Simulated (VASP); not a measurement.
# Ga2BSb3 (P6/mmm) in VASP: a series of runs, part 2 of 2

VASP 6.6.1. The steps go on from the part before.

## Step 5: Relaxation of cell and atoms, PBE

File INCAR:

```
SYSTEM = Ga2BSb3
ALGO = Normal
EDIFF = 1E-7
EDIFFG = -0.04
ENCUT = 600
GGA = PE
IBRION = 2
ISIF = 3
ISMEAR = 0
LASPH = .TRUE.
LCHARG = .FALSE.
LREAL = .FALSE.
LWAVE = .FALSE.
NELM = 100
NSW = 90
PREC = Accurate
SIGMA = 0.1
```

File KPOINTS:

```
k-points
0
G
  3 3 4
  0 0 0
```

File POSCAR:

```
Ga2BSb3
1.0
    6.4145664300      0.0000000000      0.0000000000
   -3.2072832200      5.5551774900      0.0000000000
    0.0000000000      0.0000000000      4.2678211700
Ga B Sb
2 1 3
Direct
    0.3333333300      0.6666666700      0.5000000000
    0.6666666700      0.3333333300      0.5000000000
    0.0000000000      0.0000000000      0.5000000000
    0.5000000000      0.0000000000      0.5000000000
    0.0000000000      0.5000000000      0.5000000000
    0.5000000000      0.5000000000      0.5000000000
```

Started as:

```sh
> cat potpaw_PBE.64/Ga_d/POTCAR potpaw_PBE.64/B/POTCAR potpaw_PBE.64/Sb/POTCAR > POTCAR
> mpirun -np 1 vasp_std > vasp.out
```

It took 18 min on 1 thread of Intel Xeon 6975P-C (Granite Rapids), shared host; peak memory 0.36 GiB.

It converged, with:

- Free energy: -17.9607 eV
- Relaxed volume: 37.80 Å³/atom
- Relaxed cell: a = 9.913 Å, b = 9.913 Å, c = 2.665 Å, α = 90.00°, β = 90.00°, γ = 120.00°
- Space group after relaxing (to 0.05 Å): P6/mmm (No. 191)
- Energy gained by relaxing: 5451.5 meV/atom
- Ionic steps: 23
- Pressure after relaxing: 0.0 GPa
- Band gap on the k mesh: zero (band 22 reaches 2.94 eV, above the bottom of band 23 at 1.76 eV)

Step by step:
```
step  energy change (eV)  largest force (eV/Å)  pressure (GPa)  volume (Å³)
   1              0.0000                0.0000           93.88       152.08
   2            -12.5057                0.0000          -13.21       650.73
   3            -29.0680                0.0000           -2.75       343.61
   4            -29.1983                0.0000           -2.50       334.73
   5            -29.4639                0.0000           -1.17       297.03
   6            -29.4624                0.0000           -1.32       300.41
   7            -29.7922                0.0000           -1.51       286.83
   8            -30.4006                0.0000           -1.34       262.63
   9            -31.4316                0.0000            1.25       213.74
  10            -31.7997                0.0000            3.56       196.89
  11            -26.7507                0.0000           31.74       162.97
  12            -31.8410                0.0000            4.06       194.79
  13            -31.3130                0.0000           12.33       178.91
  14            -31.9011                0.0000            4.67       192.18
  15            -31.8535                0.0000            7.77       185.55
  16            -31.9279                0.0000            5.59       189.84
  17            -31.9973                0.0000            6.80       188.62
  18            -31.9974                0.0000            6.77       188.64
  19            -32.1139                0.0000            6.03       191.37
  20            -32.3919                0.0000            4.05       199.72
  21            -32.6749                0.0000            1.14       217.08
  22            -32.7074                0.0000            0.25       224.64
  23            -32.7090                0.0000           -0.01       226.82
```

Final structure:
```
Ga B Sb
1.0
     9.91308    0.00000    0.00000
    -4.95654    8.58498    0.00000
     0.00000    0.00000    2.66522
Ga B Sb
2 1 3
Cartesian
  0.0000 5.7233 1.3326
  4.9565 2.8617 1.3326
  9.9131 0.0000 1.3326
  4.9565 0.0000 1.3326
  7.4348 4.2925 1.3326
  2.4783 4.2925 1.3326
```

Levels at points of the mesh, in eV from the Fermi level:
```csv
k point,band 20,band 21,band 22,band 23,band 24,band 25,band 26
"(0.00, 0.00, 0.00)",-2.27,-1.80,0.12,0.12,0.95,0.95,1.25
"(0.00, 0.00, 0.50)",-1.29,-0.18,-0.18,-0.18,-0.11,1.66,1.66
```

Caveat: the k points lie up to 0.59 Å⁻¹ apart in the final cell; the volume moved by over 15 % at a fixed basis, so the end points are rough; spin-orbit coupling is left out, which moves the levels of the heavy elements; this functional lacks dispersion, which binds the layers, so the pressure and a relaxed spacing across them are unreliable.

## Step 6: Relaxation of cell and atoms, PBE

This run uses another cell than the first one, of 38.79 Å³/atom, 1.530 times its volume.

File INCAR:

```
SYSTEM = Ga2BSb3
PREC = Accurate
ENCUT = 600
EDIFF = 1E-7
ISMEAR = 0
SIGMA = 0.1
LREAL = .FALSE.
LASPH = .TRUE.
NELM = 60
ALGO = Normal
ISIF = 3
LWAVE = .FALSE.
LCHARG = .FALSE.
GGA = PE
IBRION = 2
NSW = 90
EDIFFG = -0.04
```

File KPOINTS:

```
Automatic mesh
0
G
  3 3 6
  0 0 0
```

File POSCAR:

```
Ga2BSb3
1.0
   10.0547042427      0.0000000000      0.0000000000
   -5.0273521214      8.7076293017      0.0000000000
    0.0000000000      0.0000000000      2.6582927080
Ga B Sb
2 1 3
Direct
    0.3333333333      0.6666666667      0.5000000000
    0.6666666667      0.3333333333      0.5000000000
    0.0000000000      0.0000000000      0.5000000000
    0.5000000000      0.0000000000      0.5000000000
    0.0000000000      0.5000000000      0.5000000000
    0.5000000000      0.5000000000      0.5000000000
```

Potentials or basis: VASP PAW PBE potentials, release 64 (Ga_d, B, Sb).

Started as:

```sh
> cat potpaw_PBE.64/Ga_d/POTCAR potpaw_PBE.64/B/POTCAR potpaw_PBE.64/Sb/POTCAR > POTCAR
> mpirun -np 1 vasp_std > vasp.out
```

Wall time 7.6 min (1 thread of Intel Xeon 6975P-C (Granite Rapids), shared host); peak memory 0.49 GiB.

It converged, with:

```
Free energy                            : -18.1086 eV
Relaxed volume                         : 37.12 Å³/atom
Relaxed cell                           : a = 9.454 Å, b = 9.454 Å, c = 2.877 Å, α = 90.00°, β = 90.00°, γ = 120.00°
Space group after relaxing (to 0.05 Å) : P6/mmm (No. 191)
Energy gained by relaxing              : 146.8 meV/atom
Ionic steps                            : 8
Pressure after relaxing                : 0.0 GPa
Band gap on the k mesh                 : zero (band 22 reaches 2.56 eV, above the bottom of band 23 at 1.45 eV)
```

The path:
```
step  energy change (eV)  largest force (eV/Å)  pressure (GPa)  volume (Å³)
   1              0.0000                0.0000            3.00       232.74
   2             -0.5162                0.0000           -2.85       255.95
   3             -0.7104                0.0000           -1.62       246.89
   4             -0.8347                0.0000           -1.07       235.13
   5             -0.8750                0.0000           -0.44       226.08
   6             -0.8758                0.0000           -0.32       224.56
   7             -0.8799                0.0000            0.18       221.88
   8             -0.8809                0.0000            0.01       222.71
```

Final structure:
```
CELL_PARAMETERS angstrom
9.45439 0.00000 0.00000
-4.72720 8.18774 0.00000
0.00000 0.00000 2.87700
ATOMIC_POSITIONS crystal
Ga 0.33333 0.66667 0.50000
Ga 0.66667 0.33333 0.50000
B 0.00000 0.00000 0.50000
Sb 0.50000 0.00000 0.50000
Sb 0.00000 0.50000 0.50000
Sb 0.50000 0.50000 0.50000
```

Levels at points of the mesh, in eV from the Fermi level:
```csv
k point,band 18,band 19,band 20,band 21,band 22,band 23,band 24,band 25,band 26
"(0.00, 0.00, 0.00)",-3.76,-1.78,-1.78,-1.08,0.13,0.13,1.40,1.40,2.71
"(0.00, 0.00, 0.50)",-3.83,-1.50,-1.39,-1.02,-1.02,-0.66,0.40,1.02,1.02
```

Caveat: the k points lie up to 0.36 Å⁻¹ apart in the final cell; spin-orbit coupling is left out, which moves the levels of the heavy elements.

## Step 7: Single point, PBE

This run uses another cell than the first one, of 37.41 Å³/atom, 1.476 times its volume.

File INCAR:

```
SYSTEM = Ga2BSb3
  ALGO = Normal
  EDIFF = 1E-6
  ENCUT = 520
  GGA = PE
  ISIF = 2
  ISMEAR = 0
  LASPH = .TRUE.
  LCHARG = .FALSE.
  LREAL = .FALSE.
  LWAVE = .FALSE.
  NBANDS = 31
  NELM = 100
  PREC = Accurate
  SIGMA = 0.1
```

File KPOINTS:

```
k-points
0
G
  6 6 14
  0 0 0
```

POSCAR, as its differences from that of step 6:

```diff
@@ -2,5 +2,5 @@
 1.0
-   10.0547042427      0.0000000000      0.0000000000
-   -5.0273521214      8.7076293017      0.0000000000
-    0.0000000000      0.0000000000      2.6582927080
+    9.4784737130      0.0000000000      0.0000000000
+   -4.7392368565      8.2085990246      0.0000000000
+    0.0000000000      0.0000000000      2.8851557591
 Ga B Sb
```

Potentials or basis: VASP PAW PBE potentials, release 64 (Ga_d, B, Sb).

Started as:

```sh
> cat potpaw_PBE.64/Ga_d/POTCAR potpaw_PBE.64/B/POTCAR potpaw_PBE.64/Sb/POTCAR > POTCAR
> mpirun -np 1 vasp_std > vasp.out
```

OUTCAR:

```text
SYSTEM = Ga2BSb3
   EDIFF = 1E-6
   ENCUT = 520
   GGA = PE
   ISIF = 2
   ISMEAR = 0
   LASPH = .TRUE.
   LREAL = .FALSE.
   NELM = 100
   PREC = Accurate

 ion  position               nearest neighbor table
   1  0.333  0.667  0.500-   5 2.74   4 2.74   6 2.74
   2  0.667  0.333  0.500-   5 2.74   4 2.74   6 2.74
   3  0.000  0.000  0.500-
   4  0.500  0.000  0.500-   1 2.74   2 2.74
   5  0.000  0.500  0.500-   1 2.74   2 2.74
   6  0.500  0.500  0.500-   1 2.74   2 2.74

[... 1022 lines left out ...]
  -------------------------------------------------------------------------------------
  Total        0.0596164      0.0596164     -0.0001647      0.0000000     -0.0000000      0.0000000
  in kB        0.4255001      0.4255001     -0.0011757      0.0000000     -0.0000000      0.0000000
  external PRESSURE =       0.2832748 kB  Pullay stress =       0.0000000 kB

 VOLUME and BASIS-vectors are now :
 -----------------------------------------------------------------------------
  energy-cutoff  :      520.00
  volume of cell :      224.48
      direct lattice vectors                 reciprocal lattice vectors
     9.478473713  0.000000000  0.000000000     0.105502218  0.060911734  0.000000000
    -4.739236856  8.208599025  0.000000000     0.000000000  0.121823468  0.000000000
     0.000000000  0.000000000  2.885155759     0.000000000  0.000000000  0.346601738

 POSITION                                       TOTAL-FORCE (eV/Angst)
 -----------------------------------------------------------------------------------
     -0.00000      5.47240      1.44258        -0.000000      0.000000      0.000000
      4.73924      2.73620      1.44258         0.000000     -0.000000      0.000000
      0.00000      0.00000      1.44258         0.000000      0.000000      0.000000
      4.73924      0.00000      1.44258         0.000000      0.000000      0.000000
     -2.36962      4.10430      1.44258         0.000000      0.000000      0.000000
      2.36962      4.10430      1.44258         0.000000      0.000000      0.000000
 -----------------------------------------------------------------------------------
    total drift:                                0.000000     -0.000000     -0.000000

  FREE ENERGIE OF THE ION-ELECTRON SYSTEM (eV)
  ---------------------------------------------------
  free  energy   TOTEN  =       -17.8321113508 eV

  energy  without entropy=      -17.7877760841  energy(sigma->0) =      -17.80994372
```

It took 3.8 min on 1 thread of Intel Xeon 6975P-C (Granite Rapids), shared host; peak memory 0.58 GiB.

What came out:

```yaml
Free_energy: -17.8321 eV
Pressure: 0.0 GPa
Band_gap_on_the_k_mesh: zero (band 22 reaches 2.87 eV, above the bottom of band 23 at 1.35 eV)
```

Levels at points of the mesh, in eV from the Fermi level:
| k point | band 18 | band 19 | band 20 | band 21 | band 22 | band 23 | band 24 | band 25 | band 26 | band 27 |
| --- | --- | --- | --- | --- | --- | --- | --- | --- | --- | --- |
| (0.00, 0.00, 0.00) | -3.84 | -1.88 | -1.88 | -1.21 | 0.19 | 0.19 | 1.31 | 1.31 | 2.57 | 3.72 |
| (0.50, 0.00, 0.00) | -2.39 | -2.15 | -1.72 | -1.45 | -0.13 | 0.10 | 0.15 | 2.42 | 3.52 | 4.29 |
| (0.00, 0.00, 0.50) | -3.91 | -1.56 | -1.18 | -1.12 | -1.12 | -0.81 | 0.31 | 0.95 | 0.95 | 1.69 |
| (0.50, 0.00, 0.50) | -3.89 | -2.98 | -1.18 | -1.00 | -0.95 | -0.35 | 0.67 | 0.82 | 1.45 | 1.47 |

Caveat: spin-orbit coupling is left out, which moves the levels of the heavy elements.

## Step 8: The runs side by side

```csv
task,cell,k mesh,cutoff (eV),gap on the mesh (eV),pressure (GPa),relaxed volume (Å³/atom)
single point,"a = 6.415, b = 6.415, c = 4.268 Å, angles 90.0, 90.0, 120.0°, 6 atoms",3 × 3 × 4,520,none,93.9,-
single point,"a = 10.055, b = 10.055, c = 2.658 Å, angles 90.0, 90.0, 120.0°, 6 atoms",3 × 3 × 4,520,none,0.0,-
single point,"a = 9.437, b = 9.437, c = 2.870 Å, angles 90.0, 90.0, 120.0°, 6 atoms",3 × 3 × 6,520,none,0.2,-
relaxation of cell and atoms,"relaxed from a = 6.415, b = 6.415, c = 4.268 Å, angles 90.0, 90.0, 120.0°, 6 atoms",3 × 3 × 4,600,none,0.0,37.80
relaxation of cell and atoms,"relaxed from a = 10.055, b = 10.055, c = 2.658 Å, angles 90.0, 90.0, 120.0°, 6 atoms",3 × 3 × 6,600,none,0.0,37.12
single point,"a = 9.478, b = 9.478, c = 2.885 Å, angles 90.0, 90.0, 120.0°, 6 atoms",6 × 6 × 14,520,none,0.0,-
```

Alike in all rows: level PBE; potentials or basis VASP PAW PBE potentials, release 64 (Ga_d, B, Sb); no spin polarisation; smearing gaussian 0.1 eV.

Caveats: some runs use coarse meshes; spin-orbit coupling is left out, which moves the levels of the heavy elements; this functional lacks dispersion, which binds the layers, so the pressure and a relaxed spacing across them are unreliable (some runs); the volume moved by over 15 % at a fixed basis, so the end points are rough (some runs).

Absolute energies hang on the potentials; compare differences alone.
